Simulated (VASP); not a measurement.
# TiSi2 (Immm) in VASP: notebook

TiSi2 is run at these levels: LDA; tasks: single point.

Everything below comes from runs of VASP 6.6.1. Logs are shortened: lines on timing, memory, paths and dates and some standing lists are left out, and cuts for length are marked.

### Step 1. The cell of the first run

The structure is orthorhombic, space group Immm (No. 71). The conventional cell has a = 2.856 Å, b = 3.309 Å, c = 8.125 Å, α = 90.00°, β = 90.00°, γ = 90.00°. Within 3.4 Å of Ti (site symmetry mmm) lie 10 Si at 2.53 to 2.79 Å and 4 Ti at 2.86 to 3.31 Å. Within 3.4 Å of Si (site symmetry mm2) lie 5 Ti at 2.53 to 2.79 Å and 9 Si at 2.55 to 3.31 Å.

### Step 2. Single point, LDA (atoms shifted along a free coordinate)

Contents of INCAR:

```
  PREC = Accurate
  ENCUT = 520
  EDIFF = 1E-6
  ISMEAR = 0
  SIGMA = 0.15
  LREAL = F
  LASPH = T
  NELM = 100
  ALGO = Normal
  ISIF = 2
  LWAVE = F
  LCHARG = F
  NBANDS = 17
```

Contents of KPOINTS:

```
Automatic mesh
0
Gamma
  18 18 18
```

Contents of POSCAR:

```
TiSi2
1.0
   -1.4277517468      1.6546906668      4.0625611948
    1.4277517468     -1.6546906668      4.0625611948
    1.4277517468      1.6546906668     -4.0625611948
Ti Si
1 2
Direct
    0.0000000000      0.0000000000      0.0000000000
    0.3430135366      0.3430135366      0.0000000000
    0.6569864634      0.6569864634      0.0000000000
```

Potentials or basis: VASP PAW LDA potentials, release 64 (Ti_sv, Si).

On the command line:

```
$ cat potpaw_LDA.64/Ti_sv/POTCAR potpaw_LDA.64/Si/POTCAR > POTCAR
$ mpirun -np 1 vasp_std > vasp.out
```

OUTCAR:

```text
PREC = Accurate
   ENCUT = 520
   EDIFF = 1E-6
   ISMEAR = 0
   LREAL = F
   LASPH = T
   NELM = 100
   ISIF = 2

 ion  position               nearest neighbor table
   1  0.000  0.000  0.000-   3 2.53   3 2.53   3 2.53   2 2.53   3 2.53   2 2.53   2 2.53   2 2.53
                             2 2.79   3 2.79
   2  0.343  0.343  0.000-   1 2.53   1 2.53   1 2.53   1 2.53   3 2.55   3 2.66   3 2.66   3 2.66
                             3 2.66   1 2.79
   3  0.657  0.657  0.000-   1 2.53   1 2.53   1 2.53   1 2.53   2 2.55   2 2.66   2 2.66   2 2.66
                             2 2.66   1 2.79

  LATTYP: Found a body centered orthorhombic cell.
 ALAT       =     2.8555034936
 B/A-ratio  =     1.1589484450
 C/A-ratio  =     2.8454254767

  Lattice vectors:

 A1 = (  -1.4277517468,   1.6546906668,   4.0625611948)
 A2 = (   1.4277517468,  -1.6546906668,   4.0625611948)
 A3 = (   1.4277517468,   1.6546906668,  -4.0625611948)

Analysis of symmetry for initial positions (statically):
=====================================================================
 Subroutine PRICEL returns:
 Original cell was already a primitive cell.

 Routine SETGRP: Setting up the symmetry group for a
 body centered orthorhombic supercell.

 Subroutine GETGRP returns: Found  8 space group operations
 (whereof  8 operations were pure point group operations)
 out of a pool of  8 trial point group operations.

The static configuration has the point symmetry D_2h.

Analysis of symmetry for dynamics (positions and initial velocities):
=====================================================================
 Subroutine PRICEL returns:
 Original cell was already a primitive cell.

 Routine SETGRP: Setting up the symmetry group for a
 body centered orthorhombic supercell.

 Subroutine GETGRP returns: Found  8 space group operations
 (whereof  8 operations were pure point group operations)
 out of a pool of  8 trial point group operations.

The dynamic configuration has the point symmetry D_2h.

 Subroutine INISYM returns: Found  8 space group operations
 (whereof  8 operations are pure point group operations),
 and found     1 'primitive' translations

----------------------------------------------------------------------------------------

                                     Primitive cell

  volume of cell :      38.3910

  direct lattice vectors                    reciprocal lattice vectors
    -1.427751747  1.654690667  4.062561195     0.000000000  0.302171282  0.123075069
     1.427751747 -1.654690667  4.062561195     0.350200937  0.000000000  0.123075069
     1.427751747  1.654690667 -4.062561195     0.350200937  0.302171282  0.000000000

  length of vectors
     4.613120388  4.613120388  4.613120388     0.326274357  0.371198288  0.462545328

  position of ions in fractional coordinates (direct lattice)
     0.000000000  0.000000000  0.000000000
     0.343013537  0.343013537  0.000000000
     0.656986463  0.656986463  0.000000000

  ion indices of the primitive-cell ions
   primitive index   ion index
                 1           1
                 2           2
                 3           3

----------------------------------------------------------------------------------------

 KPOINTS: Automatic mesh

Automatic generation of k-mesh.
 Grid dimensions read from file:
 generate k-points for:   18   18   18

 Generating k-lattice:

  Cartesian coordinates                     Fractional coordinates (reciprocal lattice)
     0.000000000  0.016787293  0.006837504     0.055555556  0.000000000 -0.000000000
     0.019455608  0.000000000  0.006837504     0.000000000  0.055555556 -0.000000000
     0.019455608  0.016787293  0.000000000     0.000000000  0.000000000  0.055555556

  Length of vectors
     0.018126353  0.020622127  0.025696963

  Shift w.r.t. Gamma in fractional coordinates (k-lattice)
     0.000000000  0.000000000  0.000000000

 Subroutine IBZKPT returns following result:
 ===========================================

 Found    865 irreducible k-points:

 Following reciprocal coordinates:
            Coordinates               Weight
  0.000000  0.000000  0.000000      1.000000
  0.055556 -0.000000  0.000000      4.000000
  0.111111 -0.000000  0.000000      4.000000
  0.166667  0.000000  0.000000      4.000000
  0.222222  0.000000 -0.000000      4.000000
  0.277778  0.000000  0.000000      4.000000
[... 16 lines left out ...]
 -0.333333  0.055556  0.000000      8.000000
 -0.277778  0.055556  0.000000      8.000000
 [... further k-points ...]
   k-points           NKPTS =    865   k-points in BZ     NKDIM =    865   number of bands    NBANDS=     17
   number of dos      NEDOS =    301   number of ions     NIONS =      3
   total plane-waves  NPLWV =  46656
   dimension x,y,z NGX =    36 NGY =   36 NGZ =   36
   dimension x,y,z NGXF=    72 NGYF=   72 NGZF=   72
   ions per type =               1   2
   NGX,Y,Z   is equivalent  to a cutoff of  12.97, 12.97, 12.97 a.u.
   NGXF,Y,Z  is equivalent  to a cutoff of  25.95, 25.95, 25.95 a.u.
 SYSTEM =  unknown system
   PREC   = accura    normal or accurate (medium, high low for compatibility)
   ISTART =      0    job   : 0-new  1-cont  2-samecut
   ICHARG =      2    charge: 1-file 2-atom 10-const
   ISPIN  =      1    spin polarized calculation?
   LNONCOLLINEAR =      F non collinear calculations
   LSORBIT =      F    spin-orbit coupling
   LASPH  =      T    aspherical Exc in radial PAW
   ENCUT  =  520.0 eV  38.22 Ry    6.18 a.u.   8.58  8.58  8.58*2*pi/ulx,y,z
   NELM   =    100;   NELMIN=  2; NELMDL= -5     # of ELM steps
   EDIFF  = 0.1E-05   stopping-criterion for ELM
   LREAL  =      F    real-space projection
   EDIFFG = 0.1E-04   stopping-criterion for IOM
   NSW    =      0    number of steps for IOM
   IBRION =     -1    ionic relax: 0-MD 1-quasi-New 2-CG
   NFREE  =      0    steps in history (QN), initial steepest desc. (CG)
   ISIF   =      2    stress and relaxation
   ISYM   =      2    0-nonsym 1-usesym 2-fastsym
   POTIM  = 0.5000    time-step for ionic-motion
   TEBEG  =    0.0;   TEEND  =   0.0 temperature during run
   PSTRESS=    0.0 pullay stress
   NELECT =      20.0000    total number of electrons
   NUPDOWN=      -1.0000    fix difference up-down
   EMIN   =  10.00;   EMAX   =-10.00  energy-range for DOS
   EFERMI =   0.00;   METHOD = LEGACY
   ISMEAR =     0;   SIGMA  =   0.15  broadening in eV -4-tet -1-fermi 0-gaus
   EFERMI_NEDOS =   21; number of points for ismear=-14 and -15
   IALGO  =     38    algorithm
   IMIX   =      4    mixing-type and parameters
     AMIX     =   0.40;   BMIX     =  1.00
     AMIX_MAG =   1.60;   BMIX_MAG =  1.00
  volume/ion in A,a.u.               =      12.80        86.36
  Fermi-wavevector in a.u.,A,eV,Ry     =   1.317271  2.489281 23.608857  1.735202
  Thomas-Fermi vector in A             =   2.447324
   LORBIT       =      0    0 simple, 1 ext, 2 COOP (PROOUT), +10 PAW based schemes
   GGA     = CA    functional components
   LHFCALC =     F    Hartree Fock is set to
   AEXX    =    0.0000 exact exchange contribution
   IVDW    =     0    specifies the selected vdW correction
   LEPSILON=     F    determine dielectric tensor
   LRPA    =     F    only Hartree local field effects (RPA)
 non-spin polarized calculation
 Gauss-broadening in eV      SIGMA  =   0.15
  energy-cutoff  :      520.00
  volume of cell :       38.39
 maximum number of plane-waves:      1054
   NGX = 17   NGY = 17   NGZ = 17

 number of electron      20.0000001 magnetization

 Free energy of the ion-electron system (eV)
  ---------------------------------------------------
  ext. energy  EPLUGINS =         0.00000000
  ---------------------------------------------------
  free energy    TOTEN  =       -21.75759559 eV

  energy without entropy =      -21.74337485  energy(sigma->0) =      -21.75048522

 E-fermi :  11.0479     XC(G=0): -12.2956

 val. band max:       11.0432444705   @ k =  -0.3889  -0.3889   0.0556
 cond. band min:      11.0482581194   @ k =  -0.4444   0.5000   0.2222
 fundamental gap:      0.0050136489
 Fermi energy:        11.0478515571

 k-point     1 :       0.0000    0.0000    0.0000
  band No.  band energies     occupation
      1     -44.0708      2.00000
      2     -20.8281      2.00000
      3     -20.8207      2.00000
      4     -20.4925      2.00000
      5      -1.7899      2.00000
      6       5.5817      2.00000
[... 9 lines left out ...]
     16      17.3837      0.00000
     17      17.7298      0.00000

 k-point     2 :       0.0556   -0.0000    0.0000
  band No.  band energies     occupation
      1     -44.0704      2.00000
      2     -20.8277      2.00000
      3     -20.8256      2.00000
      4     -20.4921      2.00000
      5      -1.7394      2.00000
      6       5.5354      2.00000
[... 9 lines left out ...]
     16      17.3672      0.00000
     17      17.8098      0.00000

 k-point     3 :       0.1111   -0.0000    0.0000
  band No.  band energies     occupation
      1     -44.0694      2.00000
      2     -20.8400      2.00000
      3     -20.8266      2.00000
      4     -20.4911      2.00000
      5      -1.5888      2.00000
      6       5.3998      2.00000
[... 9 lines left out ...]
     16      17.3495      0.00000
     17      18.0479      0.00000

 k-point     4 :       0.1667    0.0000    0.0000
  band No.  band energies     occupation
      1     -44.0678      2.00000
      2     -20.8619      2.00000
      3     -20.8248      2.00000
      4     -20.4896      2.00000
      5      -1.3413      2.00000
      6       5.1742      2.00000
[... 9 lines left out ...]
     16      17.8401      0.00000
     17      18.5073      0.00000

 k-point     5 :       0.2222    0.0000   -0.0000
  band No.  band energies     occupation
      1     -44.0658      2.00000
      2     -20.8887      2.00000
      3     -20.8227      2.00000
      4     -20.4877      2.00000
      5      -1.0019      2.00000
      6       4.8428      2.00000
[... 9 lines left out ...]
     16      18.4589      0.00000
     17      19.3867      0.00000

 k-point     6 :       0.2778    0.0000    0.0000
  band No.  band energies     occupation
      1     -44.0637      2.00000
      2     -20.9170      2.00000
      3     -20.8204      2.00000
      4     -20.4857      2.00000
      5      -0.5776      2.00000
      6       4.3896      2.00000
[... 9 lines left out ...]
     16      18.8691      0.00000
     17      19.7903      0.00000

 k-point     7 :       0.3333    0.0000    0.0000
  band No.  band energies     occupation
      1     -44.0618      2.00000
      2     -20.9435      2.00000
      3     -20.8183      2.00000
      4     -20.4838      2.00000
      5      -0.0779      2.00000
      6       3.8264      2.00000
[... 9 lines left out ...]
     16      19.1111      0.00000
     17      19.8555      0.00000

 k-point     8 :       0.3889   -0.0000    0.0000
  band No.  band energies     occupation
      1     -44.0602      2.00000
      2     -20.9649      2.00000
      3     -20.8165      2.00000
      4     -20.4822      2.00000
      5       0.4845      2.00000
      6       3.1920      2.00000
[... 9 lines left out ...]
     16      19.1567      0.00000
     17      19.6215      0.00000
[... 203 lines left out ...]
      1     -44.0574      2.00000
      2     -20.9764      2.00000
      3     -20.8137      2.00000
      4     -20.4962      2.00000
      5       1.2077      2.00000
      6       2.5003      2.00000
[... 9 lines left out ...]
     16      18.2726      0.00000
     17      19.4882      0.00000

 k-point    20 :       0.5000    0.0556   -0.0000
  band No.  band energies     occupation
      1     -44.0570      2.00000
      2     -20.9812      2.00000
      3     -20.8130      2.00000
      4     -20.4959      2.00000
      5       1.5592      2.00000
      6       2.1403      2.00000
[... 9 lines left out ...]
     16      18.1320      0.00000
     17      19.5289      0.00000

 k-point    21 :      -0.4444    0.0556    0.0000
  band No.  band energies     occupation
      1     -44.0574      2.00000
      2     -20.9764      2.00000
      3     -20.8132      2.00000
      4     -20.4962      2.00000
      5       1.0574      2.00000
      6       2.6734      2.00000
[... 9 lines left out ...]
     16      18.3154      0.00000
     17      19.8006      0.00000

 k-point    22 :      -0.3889    0.0556   -0.0000
  band No.  band energies     occupation
      1     -44.0584      2.00000
      2     -20.9624      2.00000
      3     -20.8141      2.00000
      4     -20.4973      2.00000
      5       0.4619      2.00000
      6       3.3435      2.00000
[... 9 lines left out ...]
     16      18.7081      0.00000
     17      20.2577      0.00000

 k-point    23 :      -0.3333    0.0556    0.0000
  band No.  band energies     occupation
      1     -44.0600      2.00000
      2     -20.9411      2.00000
      3     -20.8157      2.00000
      4     -20.4989      2.00000
      5      -0.0918      2.00000
      6       4.0089      2.00000
[... 9 lines left out ...]
     16      19.1107      0.00000
     17      20.0649      0.00000

 k-point    24 :      -0.2778    0.0556    0.0000
  band No.  band energies     occupation
      1     -44.0620      2.00000
      2     -20.9147      2.00000
      3     -20.8178      2.00000
      4     -20.5009      2.00000
      5      -0.5809      2.00000
      6       4.6273      2.00000
[... 9 lines left out ...]
     16      19.2111      0.00000
     17      19.6552      0.00000

 [... further k-points ...]
[... 5 lines left out ...]
  --------------------------------------------------------------------------------------
  -------------------------------------------------------------------------------------
  Total        2.5608491      3.5734164      2.5385370      0.0000000      0.0000000      0.0000000
  in kB      106.8722985    149.1299190    105.9411432      0.0000000      0.0000000      0.0000000
  external PRESSURE =     120.6477869 kB  Pullay stress =       0.0000000 kB

 VOLUME and BASIS-vectors are now :
 -----------------------------------------------------------------------------
  energy-cutoff  :      520.00
  volume of cell :       38.39
      direct lattice vectors                 reciprocal lattice vectors
    -1.427751747  1.654690667  4.062561195     0.000000000  0.302171282  0.123075069
     1.427751747 -1.654690667  4.062561195     0.350200937  0.000000000  0.123075069
     1.427751747  1.654690667 -4.062561195     0.350200937  0.302171282  0.000000000

 POSITION                                       TOTAL-FORCE (eV/Angst)
 -----------------------------------------------------------------------------------
      0.00000      0.00000      0.00000         0.000000      0.000000     -0.000000
      0.00000      0.00000      2.78703         0.000000      0.000000     -1.299125
      0.00000      0.00000      5.33810        -0.000000     -0.000000      1.299125
 -----------------------------------------------------------------------------------
    total drift:                                0.000000     -0.000000      0.000000

  FREE ENERGIE OF THE ION-ELECTRON SYSTEM (eV)
  ---------------------------------------------------
  free  energy   TOTEN  =       -21.7575955874 eV

  energy  without entropy=      -21.7433748470  energy(sigma->0) =      -21.75048522
```

It took 12 min on 1 thread of Intel Xeon Platinum 8259CL at 2.50GHz (Skylake/Cascade Lake), shared host; peak memory 0.61 GiB.

What came out:

* Free energy: -21.7576 eV
* Pressure: 12.1 GPa
* Largest force: 1.299 eV/Å
* Band gap on the k mesh: zero (bands 10 and 11 overlap by 2.83 eV)

Forces in eV/Å, atoms in the order of the input:
```
Ti   0.000  0.000  0.000
Si   0.000  0.000 -1.299
Si   0.000  0.000  1.299
```

Stress tensor (GPa, compression positive):
```
10.69  0.00  0.00
 0.00 14.91  0.00
 0.00  0.00 10.59
```

Caveat: the cell differs from its parent crystal (atoms shifted along a free coordinate); the cell stands under pressure; forces of over 1 eV/Å act on the atoms, so gaps and moduli don't describe the material at rest.

### Step 3. Single point, LDA

Contents of INCAR:

```
SYSTEM = TiSi2
ALGO     = Normal         ! electronic algorithm
EDIFF    = 1E-6           ! SCF threshold, eV
ENCUT    = 520            ! plane-wave cutoff, eV
ISIF     = 2              ! what is computed and relaxed
ISMEAR   = 0              ! smearing method
LASPH    = .True.         ! aspherical terms in the spheres
LCHARG   = .False.        ! write CHGCAR
LREAL    = .False.        ! projectors in reciprocal space
LWAVE    = .False.        ! write WAVECAR
NBANDS   = 17             ! bands
NELM     = 100            ! most SCF steps
PREC     = Accurate       ! precision mode
SIGMA    = 0.15           ! smearing width, eV
```

Contents of KPOINTS:

```
k-points
0
Gamma
  18 18 18
  0 0 0
```

Contents of POSCAR:

```
TiSi2
1.0
   -1.4277517468      1.6546906668      4.0625611948
    1.4277517468     -1.6546906668      4.0625611948
    1.4277517468      1.6546906668     -4.0625611948
Ti Si
1 2
Direct
    0.0000000000      0.0000000000      0.0000000000
    0.3309289791      0.3309289791      0.0000000000
    0.6690710209      0.6690710209      0.0000000000
```

Potentials or basis: VASP PAW LDA potentials, release 64 (Ti_sv, Si).

On the command line:

```
$ cat potpaw_LDA.64/Ti_sv/POTCAR potpaw_LDA.64/Si/POTCAR > POTCAR
$ mpirun -np 1 vasp_std > vasp.out
```

Run time: 12 min. Hardware: 1 thread of Intel Xeon Platinum 8259CL at 2.50GHz (Skylake/Cascade Lake), shared host; peak memory 0.61 GiB.

Results (log left out):

```yaml
Free_energy: -21.8897 eV
Pressure: 9.8 GPa
Largest_force: 0.058 eV/Å
Band_gap_on_the_k_mesh: zero (bands 10 and 11 overlap by 2.60 eV)
```

Forces on the atoms (eV/Å):
```
Ti   0.000  0.000  0.000
Si   0.000  0.000 -0.058
Si   0.000  0.000  0.058
```

Stress tensor (GPa, compression positive):
```
 8.96  0.00  0.00
 0.00 10.14  0.00
 0.00  0.00 10.24
```

Levels at points of the mesh, in eV from the Fermi level:
```tsv
k point	band 6	band 7	band 8	band 9	band 10	band 11	band 12	band 13	band 14	band 15
(0.00, 0.00, 0.00)	-5.11	-3.91	-2.25	-0.76	0.84	2.35	2.67	3.54	4.34	4.64
(0.50, 0.00, 0.00)	-9.48	-4.45	-3.84	-0.76	1.00	2.23	2.93	4.12	4.41	5.99
(0.00, 0.50, 0.00)	-8.39	-3.69	-3.53	-1.06	-0.52	1.02	3.10	3.91	4.46	4.98
(0.50, 0.50, 0.00)	-5.67	-5.29	-4.47	-3.06	-1.46	-0.52	3.29	3.32	3.51	4.07
(0.50, 0.50, 0.50)	-9.19	-1.46	-1.19	-0.43	0.51	2.18	2.74	2.77	4.25	4.49
```

Caveat: the cell stands under pressure.

[end of part 1 of 2]
